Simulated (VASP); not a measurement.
Write the native input for VASP 6.6.1 that does the following.

- Task: single point
- Functional: LDA
- Potentials or basis: VASP PAW LDA potentials, release 64 (Cd)
- Cutoff: 520 eV
- k mesh: 21 × 21 × 9
- Occupations: fermi-dirac, width 0.1 eV
- Spin: no spin polarisation
- Dipole correction: no
- Further INCAR settings: ALGO = Normal; EDIFF = 1e-06; NBANDS = 19

The structure of Cd lies in POSCAR:

```
Cd
1.0
    2.9567510510      0.0000000000      0.0000000000
   -1.4783755255      2.5606215229      0.0000000000
    0.0000000000      0.0000000000      5.7848870159
Cd
2
Direct
    0.3333333333      0.6666666667      0.2500000000
    0.6666666667      0.3333333333      0.7500000000
```

These files were run (other wordings do the same):

INCAR

```
SYSTEM = Cd
ALGO = Normal ; EDIFF = 1E-6
ENCUT = 520 ; ISIF = 2
ISMEAR = -1 ; LASPH = .True.
LCHARG = .True. ; LELF = .True.
LREAL = .False. ; LVHAR = .True.
LWAVE = .False. ; NBANDS = 19
NELM = 80 ; PREC = Accurate
SIGMA = 0.1
```

KPOINTS

```
k-points
0
Gamma
  21 21 9
  0 0 0
```

Potentials or basis: VASP PAW LDA potentials, release 64 (Cd).

Run with:

```console
$ cat potpaw_LDA.64/Cd/POTCAR > POTCAR
$ mpirun -np 1 vasp_std > vasp.out
```

Results of the run:

* Pressure: -4.0 GPa
* Band gap on the k mesh: zero (bands 12 and 13 overlap by 4.57 eV)

Caveat: the cell stands under tension.

It took 2.5 min on 1 thread of Intel Xeon 8259CL (shared host), peak memory 0.27 GiB.
